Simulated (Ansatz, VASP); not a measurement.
Two plane-wave programs on Zn2SiN

File INCAR:

```
SYSTEM = Zn2SiN
PREC     = Accurate       ! precision mode
ENCUT    = 600            ! plane-wave cutoff, eV
EDIFF    = 1E-7           ! SCF threshold, eV
ISMEAR   = 0              ! smearing method
SIGMA    = 0.1            ! smearing width, eV
LREAL    = .False.        ! projectors in reciprocal space
LASPH    = .True.         ! aspherical terms in the spheres
NELM     = 120            ! most SCF steps
ALGO     = Normal         ! electronic algorithm
ISIF     = 3              ! what is computed and relaxed
LWAVE    = .False.        ! write WAVECAR
LCHARG   = .False.        ! write CHGCAR
GGA      = PE             ! functional
IBRION   = 2              ! ionic algorithm
NSW      = 90             ! ionic steps
EDIFFG   = -0.04          ! ionic threshold
GGA_COMPAT= .False.      
NELMIN   = 4
```

The input KPOINTS:

```
Automatic mesh
0
Gamma
  6 6 4
  0 0 0
```

POSCAR

```
Zn2SiN
1.0
    3.4444949400      0.0000000000      0.0000000000
   -1.7222474700      2.9830201300      0.0000000000
    0.0000000000      0.0000000000      6.0575662800
Zn Si N
2 1 1
Direct
    0.0000000000      0.0000000000      0.2631756200
    0.0000000000      0.0000000000      0.7368243800
    0.0000000000      0.0000000000      0.0000000000
    0.0000000000      0.0000000000      0.5000000000
```

Input for Ansatz:

```yaml
crystal:
  lattice:
    - [3.44449494, 0.0, 0.0]
    - [-1.72224747, 2.98302013, 0.0]
    - [0.0, 0.0, 6.05756628]
  atoms:
    - { symbol: Zn, position: [0.0, 0.0, 0.26317562] }
    - { symbol: Zn, position: [0.0, 0.0, 0.73682438] }
    - { symbol: Si, position: [0.0, 0.0, 0.0] }
    - { symbol: "N", position: [0.0, 0.0, 0.5] }
basis:
  ecutwfc: 420
kpoints:
  mp_grid: { grid: [6, 6, 4] }
hamiltonian:
  xc: pbe
scf:
  occupations: { method: gaussian, width: 0.1 }
  lower_state_search: "off"
output:
  forces: true
  stress: true
  eigenvalues: true
relax:
  adjacent_minimum: "off"
  f_tol: 0.04
  max_steps: 70
  cell: { stress_tol: 0.4 }
```

Alike in both runs: task relaxation of cell and atoms; functional PBE; k mesh 6 × 6 × 4; occupations gaussian, width 0.1 eV; no spin polarisation.

|  | VASP | Ansatz |
| --- | --- | --- |
| version | VASP 6.6.1 | Ansatz 0.2.0 |
| potentials or method | VASP PAW PBE potentials, release 64 (Zn, Si, N), cutoff 600 eV | scalar-relativistic, plane waves, PAW |
| valence electrons in the cell | 33 | 33 |

Ansatz gave:

| Item | Value |
| --- | --- |
| gap on the k mesh at the Fermi level, each at its own relaxed structure (eV) | none |
| relaxed volume (Å³/atom) | 14.59 |
| relaxed cell length with the largest relative difference (Å) | 8.663 |

Task: What did VASP give for the same quantities?

Result: gap on the k mesh at the Fermi level, each at its own relaxed structure (eV): none; relaxed volume (Å³/atom): 14.63; relaxed cell length with the largest relative difference (Å): 8.608.

A gap of «none» marks a metal or a gap that the smearing closes.
